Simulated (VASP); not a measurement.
**SnSe2: single point with PBE+D3(BJ)**

SnSe2:

```
Sn Se
1.0
     3.78212    0.00000    0.00000
    -1.89106    3.27542    0.00000
     0.00000    0.00000    5.53230
Sn Se
1 2
Direct
  0.00000 0.00000 0.00000
  0.33333 0.66667 0.28730
  0.66667 0.33333 0.71270
```

| Property | Result |
| --- | --- |
| Program | VASP 6.6.1 |
| Task | single point |
| Functional | PBE |
| Dispersion | D3(BJ) |
| Potentials or basis | VASP PAW PBE potentials, release 64 (Sn_d, Se) |
| Cutoff | 520 eV |
| k mesh | 12 × 12 × 8 |
| Occupations | fermi-dirac, width 0.1 eV |
| Spin | no spin polarisation |

| Quantity | Value |
| --- | --- |
| Pressure | 5.2 GPa |
| Largest force | 0.017 eV/Å |
| Band gap on the k mesh | zero (band 13 reaches 6.19 eV, above the bottom of band 14 at 5.92 eV) |
| Dispersion energy per atom | -0.410 eV |

Forces on the atoms (eV/Å):
```
Sn   0.000  0.000  0.000
Se   0.000  0.000  0.017
Se   0.000  0.000 -0.017
```

Levels at points of the mesh, in eV from the Fermi level:
| k point | band 10 | band 11 | band 12 | band 13 | band 14 | band 15 | band 16 | band 17 |
| --- | --- | --- | --- | --- | --- | --- | --- | --- |
| (0.00, 0.00, 0.00) | -1.28 | -1.14 | -1.14 | -0.20 | 0.45 | 2.68 | 4.31 | 4.31 |
| (0.50, 0.00, 0.00) | -4.30 | -3.47 | -2.82 | -0.59 | 1.20 | 3.09 | 4.03 | 4.13 |
| (0.00, 0.00, 0.50) | -1.55 | -1.55 | -0.65 | -0.65 | 2.43 | 2.59 | 3.51 | 3.51 |
| (0.50, 0.00, 0.50) | -2.79 | -2.35 | -1.94 | -1.83 | 0.65 | 3.39 | 4.24 | 5.54 |

It took 2 min on 1 thread of AMD EPYC 7R43 64-Core Processor (Zen 3), on a shared host, peak memory 0.28 GiB.

Caveat: spin-orbit coupling is left out, which moves the levels of the heavy elements; pairwise dispersion overbinds metals, which lowers pressure and volume.
